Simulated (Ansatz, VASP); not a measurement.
Al4BSbP2 in VASP and in Ansatz

```
Al B Sb P
1.0
     5.40548    0.00000    0.00000
     0.00000    5.40548    0.00000
     0.00000    0.00000    5.76747
Al B Sb P
4 1 1 2
Direct
  0.20913 0.79087 0.74571
  0.79087 0.20913 0.74571
  0.79087 0.79087 0.25429
  0.20913 0.20913 0.25429
  0.00000 0.00000 0.00000
  0.50000 0.50000 0.00000
  0.00000 0.50000 0.50000
  0.50000 0.00000 0.50000
```

Alike in both runs: task relaxation of cell and atoms; functional PBE; k mesh 6 × 6 × 6; occupations gaussian, width 0.1 eV; no spin polarisation.

|  | VASP | Ansatz |
| --- | --- | --- |
| version | VASP 6.6.1 | Ansatz 0.2.0 |
| potentials or method | VASP PAW PBE potentials, release 64 (Al, B, Sb, P), cutoff 600 eV | scalar-relativistic, plane waves, PAW |
| valence electrons in the cell | 30 | 40 |

|  | VASP | Ansatz | Ansatz less VASP |
| --- | --- | --- | --- |
| gap on the k mesh at the Fermi level, each at its own relaxed structure (eV) | none | none | - |
| relaxed volume (Å³/atom) | 20.96 | 20.95 | -0.010 |
| relaxed length of the cell vector where the two differ most in proportion (Å) | 5.910 | 5.908 | -0.0019 |

A gap of «none» marks a metal or a gap that the smearing closes. VASP's potentials hold 30 valence electrons a cell and Ansatz's 40, so a difference there can come from the potentials and not from the codes.

Spin-orbit coupling is off throughout.
